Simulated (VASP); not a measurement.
# K2Be (I4/mmm) in VASP: further runs, part 2 of 2

VASP 6.6.1.

## Step 4: Relaxation of cell and atoms, PBE

Input file INCAR:

```
SYSTEM = K2Be
PREC = Accurate
ENCUT = 600
EDIFF = 1E-6
ISMEAR = 0
SIGMA = 0.1
LREAL = .False.
LASPH = .True.
NELM = 80
ALGO = Normal
ISIF = 3
LWAVE = .False.
LCHARG = .False.
GGA = PE
IBRION = 2
NSW = 90
EDIFFG = -0.04
```

Input file KPOINTS:

```
Automatic mesh
0
Gamma
  6 6 6
  0 0 0
```

Input file POSCAR:

```
K2Be
1.0
   -1.9957641100      1.9957641100      4.8958588323
    1.9957641100     -1.9957641100      4.8958588323
    1.9957641100      1.9957641100     -4.8958588323
K Be
2 1
Direct
    0.6650000000      0.6650000000      0.0000000000
    0.3350000000      0.3350000000      0.0000000000
    0.0000000000      0.0000000000      0.0000000000
```

Potentials or basis: VASP PAW PBE potentials, release 64 (K_sv, Be).

On the command line:

```bash
cat potpaw_PBE.64/K_sv/POTCAR potpaw_PBE.64/Be/POTCAR > POTCAR
mpirun -np 1 vasp_std > vasp.out
```

OUTCAR:

```text
SYSTEM = K2Be
   PREC = Accurate
   ENCUT = 600
   EDIFF = 1E-6
   ISMEAR = 0
   LREAL = .False.
   LASPH = .True.
   NELM = 80
   ISIF = 3
   GGA = PE
   IBRION = 2
   NSW = 90
   EDIFFG = -0.04

 ion  position               nearest neighbor table
   1  0.665  0.665  0.000-   2 3.23   2 3.28   2 3.28   2 3.28   2 3.28
   2  0.335  0.335  0.000-   1 3.23   1 3.28   1 3.28   1 3.28   1 3.28
   3  0.000  0.000  0.000-

  LATTYP: Found a body centered tetragonal cell.
 ALAT       =     3.9915282200
 C/A-ratio  =     2.4531250000

  Lattice vectors:

 A1 = (  -1.9957641100,   1.9957641100,   4.8958588323)
 A2 = (   1.9957641100,  -1.9957641100,   4.8958588323)
 A3 = (   1.9957641100,   1.9957641100,  -4.8958588323)

Analysis of symmetry for initial positions (statically):
=====================================================================
 Subroutine PRICEL returns:
 Original cell was already a primitive cell.

 Routine SETGRP: Setting up the symmetry group for a
 body centered tetragonal supercell.

 Subroutine GETGRP returns: Found 16 space group operations
 (whereof 16 operations were pure point group operations)
 out of a pool of 16 trial point group operations.

The static configuration has the point symmetry D_4h.

Analysis of symmetry for dynamics (positions and initial velocities):
=====================================================================
 Subroutine PRICEL returns:
 Original cell was already a primitive cell.

 Routine SETGRP: Setting up the symmetry group for a
 body centered tetragonal supercell.

 Subroutine GETGRP returns: Found 16 space group operations
 (whereof 16 operations were pure point group operations)
 out of a pool of 16 trial point group operations.

The dynamic configuration has the point symmetry D_4h.

 Subroutine INISYM returns: Found 16 space group operations
 (whereof 16 operations are pure point group operations),
 and found     1 'primitive' translations
[... 150 lines left out ...]

  FORCE on cell =-STRESS in cart. coord.  units (eV):
  Direction    XX          YY          ZZ          XY          YZ          ZX
  --------------------------------------------------------------------------------------
  -------------------------------------------------------------------------------------
  Total        3.7163825      3.7163825      3.9883412      0.0000000      0.0000000      0.0000000
  in kB       76.3349973     76.3349973     81.9210660      0.0000000      0.0000000      0.0000000
  external PRESSURE =      78.1970202 kB  Pullay stress =       0.0000000 kB
[... 92 lines left out ...]
  FREE ENERGIE OF THE ION-ELECTRON SYSTEM (eV)
  ---------------------------------------------------
  free  energy   TOTEN  =        -3.3352248236 eV

  energy  without entropy=       -3.3219372527  energy(sigma->0) =       -3.32858104

[... ionic steps 4 to 20 ...]

--------------------------------------- Ionic step       21  -------------------------------------------

 number of electron      19.9999997 magnetization

------------------------ aborting loop because EDIFF is reached ----------------------------------------
[... 69 lines left out ...]
--------------------------------------- Ionic step       23  -------------------------------------------

 number of electron      19.9999997 magnetization

 Free energy of the ion-electron system (eV)
  ---------------------------------------------------
  ext. energy  EPLUGINS =         0.00000000
  ---------------------------------------------------
  free energy    TOTEN  =        -3.48720640 eV

  energy without entropy =       -3.47176750  energy(sigma->0) =       -3.47948695

 E-fermi :   0.3314     XC(G=0):  -6.5112

 val. band max:        0.3311180776   @ k =   0.3333   0.3333   0.1667
 cond. band min:       0.3320525610   @ k =   0.3333   0.3333   0.1667
 fundamental gap:      0.0009344834
 Fermi energy:         0.3313881296

 k-point     1 :       0.0000    0.0000    0.0000
  band No.  band energies     occupation
      1     -31.1759      2.00000
      2     -31.1652      2.00000
      3     -14.7697      2.00000
      4     -14.6135      2.00000
      5     -14.6135      2.00000
      6     -14.6103      2.00000
      7     -14.6063      2.00000
      8     -14.6063      2.00000
      9      -3.4925      2.00000
     10      -0.3448      2.00000
     11      -0.0138      2.00000
     12       2.7707      0.00000
     13       2.7707      0.00000
     14       3.9799      0.00000
[... 377 lines left out ...]
      1     -31.1734      2.00000
      2     -31.1645      2.00000
      3     -14.7508      2.00000
      4     -14.6500      2.00000
      5     -14.6325      2.00000
      6     -14.6215      2.00000
      7     -14.6143      2.00000
      8     -14.6000      2.00000
      9      -3.2188      2.00000
     10      -0.7867      2.00000
     11       1.0500      0.00000
     12       1.7162      0.00000
     13       2.8327      0.00000
     14       3.6120      0.00000

 [... further k-points ...]

------------------------ aborting loop because EDIFF is reached ----------------------------------------

  FORCE on cell =-STRESS in cart. coord.  units (eV):
  Direction    XX          YY          ZZ          XY          YZ          ZX
  --------------------------------------------------------------------------------------
  -------------------------------------------------------------------------------------
  Total       -0.0719228     -0.0719228      0.0475535      0.0000000      0.0000000      0.0000000
  in kB       -0.8637362     -0.8637362      0.5710804      0.0000000      0.0000000      0.0000000
  external PRESSURE =      -0.3854640 kB  Pullay stress =       0.0000000 kB
[... 18 lines left out ...]
  FREE ENERGIE OF THE ION-ELECTRON SYSTEM (eV)
  ---------------------------------------------------
  free  energy   TOTEN  =        -3.4872064006 eV

  energy  without entropy=       -3.4717675009  energy(sigma->0) =       -3.47948695

 reached required accuracy - stopping structural energy minimisation
```

Run time: 9.2 min. Hardware: 1 thread of AMD EPYC 9R45 (Zen 5), shared host; peak memory 0.33 GiB.

Results:

```yaml
Free_energy: -3.4872 eV
Relaxed_volume: 44.47 Å³/atom
Relaxed_cell: a = 8.206 Å, b = 8.206 Å, c = 8.206 Å, α = 150.53°, β = 150.53°, γ = 42.16°
Space_group_after_relaxing_to_0.1_Å: I4/mmm (No. 139)
Energy_gained_by_relaxing: 298.6 meV/atom
Ionic_steps: 23
Pressure_after_relaxing: 0.0 GPa
Largest_force_after_relaxing: 0.036 eV/Å
Band_gap_on_the_k_mesh: zero (bands 10 and 11 overlap by 0.68 eV)
```

Forces on the atoms (eV/Å):
```
K    0.000  0.000  0.036
K    0.000  0.000 -0.036
Be   0.000  0.000  0.000
```

Step by step:
```
step  energy change (eV)  largest force (eV/Å)  pressure (GPa)  volume (Å³)
   1              0.0000                0.4151            7.82        78.00
   2             -0.5201                0.3538            3.31        93.22
   3             -0.7439                0.2928            0.74       111.33
   4             -0.7689                0.2695            0.11       119.28
   5             -0.7707                0.2621           -0.07       122.02
   6             -0.7792                0.2211           -0.05       121.89
   7             -0.7943                0.0903           -0.01       121.48
   8             -0.7959                0.0259            0.02       121.29
   9             -0.8019                0.0216            0.02       121.35
  10             -0.8185                0.0027            0.05       121.42
  11             -0.8476                0.0470            0.27       120.96
  12             -0.8313                0.2739            1.20       117.87
  13             -0.8547                0.1567            0.68       119.73
  14             -0.8594                0.1508            0.64       120.52
  15             -0.8713                0.1336            0.53       122.82
  16             -0.8857                0.1142            0.35       127.21
  17             -0.8815                0.1180            0.12       135.16
  18             -0.8883                0.1218            0.25       130.87
  19             -0.8880                0.1222            0.22       131.81
  20             -0.8909                0.1038            0.15       132.27
  21             -0.8950                0.0505           -0.03       133.62
  22             -0.8951                0.0417           -0.05       133.85
  23             -0.8959                0.0360           -0.04       133.41
```

Final structure:
```xyz
3
Lattice="-2.0870 2.0870 7.6572 2.0870 -2.0870 7.6572 2.0870 2.0870 -7.6572" Properties=species:S:1:pos:R:3 pbc="T T T"
K     0.0000    0.0000    9.5747
K     0.0000    0.0000    5.7397
Be    0.0000    0.0000    0.0000
```

Caveat: the volume moved by over 15 % at a fixed basis, so the end points are rough.

## Step 5: Single point, PBE

This run uses another cell than the first one, of 44.30 Å³/atom.

Input file INCAR:

```
SYSTEM = K2Be
PREC     = Accurate       ! precision mode
ENCUT    = 520            ! plane-wave cutoff, eV
EDIFF    = 1E-6           ! SCF threshold, eV
ISMEAR   = 0              ! smearing method
SIGMA    = 0.1            ! smearing width, eV
LREAL    = .False.        ! projectors in reciprocal space
LASPH    = .True.         ! aspherical terms in the spheres
NELM     = 60             ! most SCF steps
ALGO     = Fast           ! electronic algorithm
ISIF     = 2              ! what is computed and relaxed
LWAVE    = .False.        ! write WAVECAR
LCHARG   = .False.        ! write CHGCAR
GGA      = PE             ! functional
NBANDS   = 17             ! bands
```

Input file KPOINTS:

```
Automatic mesh
0
Gamma
  16 16 16
  0 0 0
```

Input file POSCAR:

```
K2Be
1.0
   -2.0609316697      2.0609316697      7.8220572042
    2.0609316697     -2.0609316697      7.8220572042
    2.0609316697      2.0609316697     -7.8220572042
K Be
2 1
Direct
    0.6259276561      0.6259276561      0.0000000000
    0.3740723439      0.3740723439      0.0000000000
    0.0000000000      0.0000000000      0.0000000000
```

On the command line:

```bash
cat potpaw_PBE.64/K_sv/POTCAR potpaw_PBE.64/Be/POTCAR > POTCAR
mpirun -np 1 vasp_std > vasp.out
```

It took 37 min on 1 thread of AMD EPYC 9R45 (Zen 5), shared host; peak memory 1.1 GiB.

Results (log left out):

| Property | Result |
| --- | --- |
| Free energy | -3.5181 eV |
| Pressure | 0.0 GPa |
| Band gap on the k mesh | zero (bands 10 and 11 overlap by 0.92 eV) |

Levels at points of the mesh, in eV from the Fermi level:
```
           k point  band 8  band 9  band 10  band 11  band 12  band 13
(0.00, 0.00, 0.00)  -14.94   -3.84    -0.75    -0.45     2.55     2.55
(0.50, 0.00, 0.00)  -14.92   -2.52    -0.91     0.43     0.92     1.91
(0.50, 0.50, 0.00)  -14.94   -1.67     0.02     0.02     0.58     2.61
(0.50, 0.50, 0.50)  -14.93   -3.71    -1.74     1.36     2.18     2.54
```

## Step 6: Overview

```csv
task,cell,k mesh,cutoff (eV),gap on the mesh (eV),pressure (GPa),largest force (eV/Å)
single point,"a = 5.651 Å, angles 138.6, 138.6, 59.9°, 3 atoms, atomic positions A",6 × 6 × 6,520,none,7.8,0.42
single point,"a = 7.533 Å, angles 146.9, 146.9, 47.5°, 3 atoms, atomic positions B",6 × 6 × 6,520,none,0.1,0.01
relaxation of cell and atoms,"relaxed from a = 5.651 Å, angles 138.6, 138.6, 59.9°, 3 atoms, atomic positions A",6 × 6 × 6,600,none,0.0,0.04
single point,"a = 8.347 Å, angles 151.4, 151.4, 40.9°, 3 atoms, atomic positions C",16 × 16 × 16,520,none,0.0,-
```

Alike in all rows: level PBE; potentials or basis VASP PAW PBE potentials, release 64 (K_sv, Be); no spin polarisation; smearing gaussian 0.1 eV.

Caveats: the cell stands under pressure (at least some runs); the volume moved by over 15 % at a fixed basis, so the end points are rough (at least some runs).

Absolute energies hang on the potentials; compare differences alone.
